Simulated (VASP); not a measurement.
## In2Sb: single point with PBEsol

Crystal: In2Sb.

```
In Sb
1.0
     5.38614    0.00000    0.00000
    -2.69307    4.66454    0.00000
     0.00000    0.00000    6.45615
In Sb
4 2
Direct
  0.66667 0.33333 0.25000
  0.33333 0.66667 0.75000
  0.00000 0.00000 0.50000
  0.00000 0.00000 0.00000
  0.66667 0.33333 0.75000
  0.33333 0.66667 0.25000
```

| Item | Value |
| --- | --- |
| Program | VASP 6.6.1 |
| Task | single point |
| Functional | PBEsol |
| Potentials or basis | VASP PAW PBE potentials, release 64 (In_d, Sb) |
| Cutoff | 520 eV |
| k mesh | 12 × 12 × 6 |
| Occupations | gaussian, width 0.1 eV |
| Spin | no spin polarisation |
| Dipole correction | no |
| Further INCAR settings | ALGO = Fast; EDIFF = 1e-07; NBANDS = 40 |

* Pressure: -1.4 GPa
* Band gap on the k mesh: zero (bands 31 and 32 overlap by 2.19 eV)

Stress tensor (GPa, compression positive):
```
-1.39  0.00  0.00
 0.00 -1.39  0.00
 0.00  0.00 -1.28
```

Levels at points of the mesh, in eV from the Fermi level:
| k point | band 27 | band 28 | band 29 | band 30 | band 31 | band 32 | band 33 | band 34 | band 35 | band 36 |
| --- | --- | --- | --- | --- | --- | --- | --- | --- | --- | --- |
| (0.00, 0.00, 0.00) | -2.53 | -1.89 | -1.89 | -1.41 | -0.69 | -0.23 | -0.23 | 0.17 | 0.50 | 2.24 |
| (0.50, 0.00, 0.00) | -3.72 | -3.71 | -1.59 | -1.50 | -1.23 | 1.41 | 1.53 | 2.15 | 3.43 | 3.53 |
| (0.00, 0.00, 0.50) | -1.92 | -1.92 | -1.92 | -1.92 | -0.83 | -0.83 | -0.34 | -0.34 | -0.34 | -0.34 |
| (0.50, 0.00, 0.50) | -3.17 | -3.17 | -0.29 | -0.29 | 0.81 | 0.81 | 2.60 | 2.60 | 3.00 | 3.00 |

It took 17 min on 1 thread of Oxide Virtual Turin-like Processor, on a shared host, peak memory 0.49 GiB.

Caveat: the PAW data sets were made with another functional, which shifts forces and pressure a little; spin-orbit coupling is left out, which moves the levels of the heavy elements.
